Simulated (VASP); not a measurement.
# GaGe (F-43m) in VASP: a series of runs

Runs on GaGe. Level: PBE. Tasks: single point.

Program: VASP 6.6.1. These are calculated values, not measurements. Logs are shortened: lines on timing, memory, paths and dates and some standing lists are left out, and cuts for length are marked.

### 1 The cell of the first run

Symmetry: F-43m, No. 216, cubic system. Conventional cell: a = 5.796 Å, b = 5.796 Å, c = 5.796 Å, α = 90.00°, β = 90.00°, γ = 90.00°. Ge (site symmetry -43m) has 4 Ga at 2.51 Å within 3.3 Å. Ga (site symmetry -43m) has 4 Ge at 2.51 Å within 3.3 Å.

### 2 Single point, PBE

INCAR

```
SYSTEM = GaGe
PREC     = Accurate       ! precision mode
ENCUT    = 520            ! plane-wave cutoff, eV
EDIFF    = 1E-7           ! SCF threshold, eV
ISMEAR   = 0              ! smearing method
SIGMA    = 0.015          ! smearing width, eV
LREAL    = .FALSE.        ! projectors in reciprocal space
LASPH    = .TRUE.         ! aspherical terms in the spheres
NELM     = 100            ! most SCF steps
ALGO     = Normal         ! electronic algorithm
ISIF     = 2              ! what is computed and relaxed
LWAVE    = .FALSE.        ! write WAVECAR
LCHARG   = .FALSE.        ! write CHGCAR
GGA      = PE             ! functional
NBANDS   = 20             ! bands
```

KPOINTS

```
regular mesh
0
G
  8 8 8
  0 0 0
```

POSCAR

```
GaGe
1.0
    0.0000000000      2.8978440000      2.8978440000
    2.8978440000      0.0000000000      2.8978440000
    2.8978440000      2.8978440000      0.0000000000
Ge Ga
1 1
Direct
    0.0000000000      0.0000000000      0.0000000000
    0.2500000000      0.2500000000      0.2500000000
```

Potentials or basis: VASP PAW PBE potentials, release 64 (Ge_d, Ga_d).

Started as:

```sh
$ cat potpaw_PBE.64/Ge_d/POTCAR potpaw_PBE.64/Ga_d/POTCAR > POTCAR
$ mpirun -np 1 vasp_std > vasp.out
```

OUTCAR:

```text
SYSTEM = GaGe
   PREC = Accurate
   ENCUT = 520
   EDIFF = 1E-7
   ISMEAR = 0
   LREAL = .FALSE.
   LASPH = .TRUE.
   NELM = 100
   ISIF = 2
   GGA = PE

 ion  position               nearest neighbor table
   1  0.000  0.000  0.000-   2 2.51   2 2.51   2 2.51   2 2.51
   2  0.250  0.250  0.250-   1 2.51   1 2.51   1 2.51   1 2.51

  LATTYP: Found a face centered cubic cell.
 ALAT       =     5.7956880000

  Lattice vectors:

 A1 = (   0.0000000000,   2.8978440000,   2.8978440000)
 A2 = (   2.8978440000,   0.0000000000,   2.8978440000)
 A3 = (   2.8978440000,   2.8978440000,   0.0000000000)

Analysis of symmetry for initial positions (statically):
=====================================================================
 Subroutine PRICEL returns:
 Original cell was already a primitive cell.

 Routine SETGRP: Setting up the symmetry group for a
 face centered cubic supercell.

 Subroutine GETGRP returns: Found 24 space group operations
 (whereof 24 operations were pure point group operations)
 out of a pool of 48 trial point group operations.

The static configuration has the point symmetry T_d .

Analysis of symmetry for dynamics (positions and initial velocities):
=====================================================================
 Subroutine PRICEL returns:
 Original cell was already a primitive cell.

 Routine SETGRP: Setting up the symmetry group for a
 face centered cubic supercell.

 Subroutine GETGRP returns: Found 24 space group operations
 (whereof 24 operations were pure point group operations)
 out of a pool of 48 trial point group operations.

The dynamic configuration has the point symmetry T_d .

 Subroutine INISYM returns: Found 24 space group operations
 (whereof 24 operations are pure point group operations),
 and found     1 'primitive' translations

----------------------------------------------------------------------------------------

                                     Primitive cell

  volume of cell :      48.6693

  direct lattice vectors                    reciprocal lattice vectors
     0.000000000  2.897844000  2.897844000    -0.172542069  0.172542069  0.172542069
     2.897844000  0.000000000  2.897844000     0.172542069 -0.172542069  0.172542069
     2.897844000  2.897844000  0.000000000     0.172542069  0.172542069 -0.172542069

  length of vectors
     4.098170286  4.098170286  4.098170286     0.298851630  0.298851630  0.298851630

  position of ions in fractional coordinates (direct lattice)
     0.000000000  0.000000000  0.000000000
     0.250000000  0.250000000  0.250000000

  ion indices of the primitive-cell ions
   primitive index   ion index
                 1           1
                 2           2

----------------------------------------------------------------------------------------

 KPOINTS: regular mesh

Automatic generation of k-mesh.
 Grid dimensions read from file:
 generate k-points for:    8    8    8

 Generating k-lattice:

  Cartesian coordinates                     Fractional coordinates (reciprocal lattice)
    -0.021567759  0.021567759  0.021567759     0.125000000  0.000000000  0.000000000
     0.021567759 -0.021567759  0.021567759     0.000000000  0.125000000  0.000000000
     0.021567759  0.021567759 -0.021567759     0.000000000  0.000000000  0.125000000

  Length of vectors
     0.037356454  0.037356454  0.037356454

  Shift w.r.t. Gamma in fractional coordinates (k-lattice)
     0.000000000  0.000000000  0.000000000

 Subroutine IBZKPT returns following result:
 ===========================================

 Found     29 irreducible k-points:

 Following reciprocal coordinates:
            Coordinates               Weight
  0.000000  0.000000  0.000000      1.000000
  0.125000  0.000000  0.000000      8.000000
  0.250000  0.000000  0.000000      8.000000
  0.375000  0.000000  0.000000      8.000000
  0.500000  0.000000  0.000000      4.000000
  0.125000  0.125000  0.000000      6.000000
[... 16 lines left out ...]
  0.500000  0.250000  0.125000     48.000000
 -0.375000  0.250000  0.125000     24.000000
 [... further k-points ...]
   k-points           NKPTS =     29   k-points in BZ     NKDIM =     29   number of bands    NBANDS=     20
   number of dos      NEDOS =    301   number of ions     NIONS =      2
   total plane-waves  NPLWV =  27000
   dimension x,y,z NGX =    30 NGY =   30 NGZ =   30
   dimension x,y,z NGXF=    60 NGYF=   60 NGZF=   60
   ions per type =               1   1
   NGX,Y,Z   is equivalent  to a cutoff of  12.17, 12.17, 12.17 a.u.
   NGXF,Y,Z  is equivalent  to a cutoff of  24.34, 24.34, 24.34 a.u.
 SYSTEM =  GaGe
   PREC   = accura    normal or accurate (medium, high low for compatibility)
   ISTART =      0    job   : 0-new  1-cont  2-samecut
   ICHARG =      2    charge: 1-file 2-atom 10-const
   ISPIN  =      1    spin polarized calculation?
   LNONCOLLINEAR =      F non collinear calculations
   LSORBIT =      F    spin-orbit coupling
   LASPH  =      T    aspherical Exc in radial PAW
   ENCUT  =  520.0 eV  38.22 Ry    6.18 a.u.   7.62  7.62  7.62*2*pi/ulx,y,z
   NELM   =    100;   NELMIN=  2; NELMDL= -5     # of ELM steps
   EDIFF  = 0.1E-06   stopping-criterion for ELM
   LREAL  =      F    real-space projection
   EDIFFG = 0.1E-05   stopping-criterion for IOM
   NSW    =      0    number of steps for IOM
   IBRION =     -1    ionic relax: 0-MD 1-quasi-New 2-CG
   NFREE  =      0    steps in history (QN), initial steepest desc. (CG)
   ISIF   =      2    stress and relaxation
   ISYM   =      2    0-nonsym 1-usesym 2-fastsym
   POTIM  = 0.5000    time-step for ionic-motion
   TEBEG  =    0.0;   TEEND  =   0.0 temperature during run
   PSTRESS=    0.0 pullay stress
   NELECT =      27.0000    total number of electrons
   NUPDOWN=      -1.0000    fix difference up-down
   EMIN   =  10.00;   EMAX   =-10.00  energy-range for DOS
   EFERMI =   0.00;   METHOD = LEGACY
   ISMEAR =     0;   SIGMA  =   0.01  broadening in eV -4-tet -1-fermi 0-gaus
   EFERMI_NEDOS =   21; number of points for ismear=-14 and -15
   IALGO  =     38    algorithm
   IMIX   =      4    mixing-type and parameters
     AMIX     =   0.40;   BMIX     =  1.00
     AMIX_MAG =   1.60;   BMIX_MAG =  1.00
  volume/ion in A,a.u.               =      24.33       164.22
  Fermi-wavevector in a.u.,A,eV,Ry     =   1.345172  2.542006 24.619567  1.809487
  Thomas-Fermi vector in A             =   2.473106
   LORBIT       =      0    0 simple, 1 ext, 2 COOP (PROOUT), +10 PAW based schemes
   GGA     = PE    functional components
   LHFCALC =     F    Hartree Fock is set to
   AEXX    =    0.0000 exact exchange contribution
   IVDW    =     0    specifies the selected vdW correction
   LEPSILON=     F    determine dielectric tensor
   LRPA    =     F    only Hartree local field effects (RPA)
 non-spin polarized calculation
 Gauss-broadening in eV      SIGMA  =   0.01
  energy-cutoff  :      520.00
  volume of cell :       48.67
 maximum number of plane-waves:      1363
   NGX = 15   NGY = 15   NGZ = 15

 number of electron      26.9999991 magnetization

 Free energy of the ion-electron system (eV)
  ---------------------------------------------------
  ext. energy  EPLUGINS =         0.00000000
  ---------------------------------------------------
  free energy    TOTEN  =        -7.09267218 eV

  energy without entropy =       -7.09181657  energy(sigma->0) =       -7.09224438

 E-fermi :   3.1037     XC(G=0):  -9.5538

 val. band max:        2.8283922096   @ k =   0.2500   0.2500   0.0000
 cond. band min:       3.1073178854   @ k =   0.3750   0.1250   0.0000
 fundamental gap:      0.2789256758
 Fermi energy:         3.1036675134

 k-point     1 :       0.0000    0.0000    0.0000
  band No.  band energies     occupation
      1     -20.8808      2.00000
      2     -20.8808      2.00000
      3     -20.8808      2.00000
      4     -20.8614      2.00000
      5     -20.8614      2.00000
      6     -11.2810      2.00000
[... 12 lines left out ...]
     19      10.7633      0.00000
     20      13.8231      0.00000

 k-point     2 :       0.1250    0.0000    0.0000
  band No.  band energies     occupation
      1     -20.8808      2.00000
      2     -20.8804      2.00000
      3     -20.8804      2.00000
      4     -20.8613      2.00000
      5     -20.8613      2.00000
      6     -11.2849      2.00000
[... 12 lines left out ...]
     19      11.7179      0.00000
     20      12.8618      0.00000

 k-point     3 :       0.2500    0.0000    0.0000
  band No.  band energies     occupation
      1     -20.8807      2.00000
      2     -20.8795      2.00000
      3     -20.8795      2.00000
      4     -20.8610      2.00000
      5     -20.8610      2.00000
      6     -11.2944      2.00000
[... 12 lines left out ...]
     19      12.2116      0.00000
     20      12.6275      0.00000

 k-point     4 :       0.3750    0.0000    0.0000
  band No.  band energies     occupation
      1     -20.8806      2.00000
      2     -20.8787      2.00000
      3     -20.8787      2.00000
      4     -20.8606      2.00000
      5     -20.8606      2.00000
      6     -11.3039      2.00000
[... 12 lines left out ...]
     19      12.6662      0.00000
     20      13.8024      0.00000

 k-point     5 :       0.5000    0.0000    0.0000
  band No.  band energies     occupation
      1     -20.8806      2.00000
      2     -20.8783      2.00000
      3     -20.8783      2.00000
      4     -20.8604      2.00000
      5     -20.8604      2.00000
      6     -11.3079      2.00000
[... 12 lines left out ...]
     19      14.5001      0.00000
     20      15.4490      0.00000
[... 353 lines left out ...]
      6     -11.3296      2.00000
[... 12 lines left out ...]
     19      15.3063      0.00000
     20      16.5487      0.00000

 k-point    22 :       0.3750    0.2500    0.1250
  band No.  band energies     occupation
      1     -20.8816      2.00000
      2     -20.8784      2.00000
      3     -20.8782      2.00000
      4     -20.8618      2.00000
      5     -20.8599      2.00000
      6     -11.3051      2.00000
[... 12 lines left out ...]
     19      12.3780      0.00000
     20      14.3915      0.00000

 k-point    23 :       0.5000    0.2500    0.1250
  band No.  band energies     occupation
      1     -20.8809      2.00000
      2     -20.8784      2.00000
      3     -20.8773      2.00000
      4     -20.8615      2.00000
      5     -20.8598      2.00000
      6     -11.3106      2.00000
[... 12 lines left out ...]
     19      13.4714      0.00000
     20      14.1746      0.00000

 k-point    24 :      -0.3750    0.2500    0.1250
  band No.  band energies     occupation
      1     -20.8803      2.00000
      2     -20.8788      2.00000
      3     -20.8769      2.00000
      4     -20.8612      2.00000
      5     -20.8599      2.00000
      6     -11.3125      2.00000
[... 12 lines left out ...]
     19      12.1586      0.00000
     20      14.9920      0.00000

 [... further k-points ...]

------------------------ aborting loop because EDIFF is reached ----------------------------------------

  FORCE on cell =-STRESS in cart. coord.  units (eV):
  Direction    XX          YY          ZZ          XY          YZ          ZX
  --------------------------------------------------------------------------------------
  -------------------------------------------------------------------------------------
  Total        0.0857539      0.0857539      0.0857539      0.0000000      0.0000000     -0.0000000
  in kB        2.8229921      2.8229921      2.8229921      0.0000000      0.0000000     -0.0000000
  external PRESSURE =       2.8229921 kB  Pullay stress =       0.0000000 kB

 VOLUME and BASIS-vectors are now :
 -----------------------------------------------------------------------------
  energy-cutoff  :      520.00
  volume of cell :       48.67
      direct lattice vectors                 reciprocal lattice vectors
     0.000000000  2.897844000  2.897844000    -0.172542069  0.172542069  0.172542069
     2.897844000  0.000000000  2.897844000     0.172542069 -0.172542069  0.172542069
     2.897844000  2.897844000  0.000000000     0.172542069  0.172542069 -0.172542069

 POSITION                                       TOTAL-FORCE (eV/Angst)
 -----------------------------------------------------------------------------------
      0.00000      0.00000      0.00000         0.000000      0.000000      0.000000
      1.44892      1.44892      1.44892        -0.000000     -0.000000     -0.000000
 -----------------------------------------------------------------------------------
    total drift:                               -0.000000     -0.000000     -0.000000

  FREE ENERGIE OF THE ION-ELECTRON SYSTEM (eV)
  ---------------------------------------------------
  free  energy   TOTEN  =        -7.0926721761 eV

  energy  without entropy=       -7.0918165740  energy(sigma->0) =       -7.09224438
```

Wall time 37 s (1 thread of Intel Xeon Platinum 8259CL at 2.50GHz (Skylake/Cascade Lake), shared host); peak memory 0.18 GiB.

Results:

* Free energy: -7.0927 eV
* Pressure: 0.3 GPa
* Band gap on the k mesh: zero (an odd number of electrons rules out a gap without spin polarisation)

Levels at points of the mesh, in eV from the Fermi level:
| k point | band 10 | band 11 | band 12 | band 13 | band 14 | band 15 | band 16 | band 17 | band 18 | band 19 |
| --- | --- | --- | --- | --- | --- | --- | --- | --- | --- | --- |
| (0.00, 0.00, 0.00) | -14.32 | -10.57 | 1.65 | 1.65 | 1.65 | 2.03 | 4.33 | 4.33 | 4.33 | 7.66 |
| (0.50, 0.00, 0.00) | -14.32 | -8.61 | -5.40 | 0.35 | 0.35 | 2.03 | 5.31 | 5.31 | 8.16 | 11.40 |
| (0.50, 0.50, 0.00) | -14.32 | -7.55 | -5.84 | -1.29 | -1.29 | 2.30 | 2.40 | 10.99 | 10.99 | 12.20 |

### 3 Single point, PBE

INCAR

```
SYSTEM = GaGe
PREC = Accurate
ENCUT = 520
EDIFF = 1E-7
ISMEAR = 0
SIGMA = 0.016
LREAL = .FALSE.
LASPH = .TRUE.
NELM = 80
ALGO = Normal
ISIF = 2
LWAVE = .FALSE.
LCHARG = .TRUE.
GGA = PE
LELF = .TRUE.
LVHAR = .TRUE.
NBANDS = 20
```

KPOINTS

```
Automatic mesh
0
G
  8 8 8
  0 0 0
```

POSCAR is that of step 2.

Potentials or basis: VASP PAW PBE potentials, release 64 (Ge_d, Ga_d).

Started as:

```sh
$ cat potpaw_PBE.64/Ge_d/POTCAR potpaw_PBE.64/Ga_d/POTCAR > POTCAR
$ mpirun -np 1 vasp_std > vasp.out
```

Run time: 38 s. Hardware: 1 thread of Intel Xeon Platinum 8259CL at 2.50GHz (Skylake/Cascade Lake), shared host; peak memory 0.18 GiB.

It converged, with:

```
Free energy            : -7.0927 eV
Pressure               : 0.3 GPa
Band gap on the k mesh : zero (an odd number of electrons rules out a gap without spin polarisation)
```

Levels at points of the mesh, in eV from the Fermi level:
```
           k point  band 11  band 12  band 13  band 14  band 15  band 16  band 17  band 18
(0.00, 0.00, 0.00)   -10.57     1.65     1.65     1.65     2.03     4.33     4.33     4.33
(0.50, 0.00, 0.00)    -8.61    -5.40     0.35     0.35     2.03     5.31     5.31     8.16
(0.50, 0.50, 0.00)    -7.55    -5.84    -1.29    -1.29     2.30     2.40    10.99    10.99
```
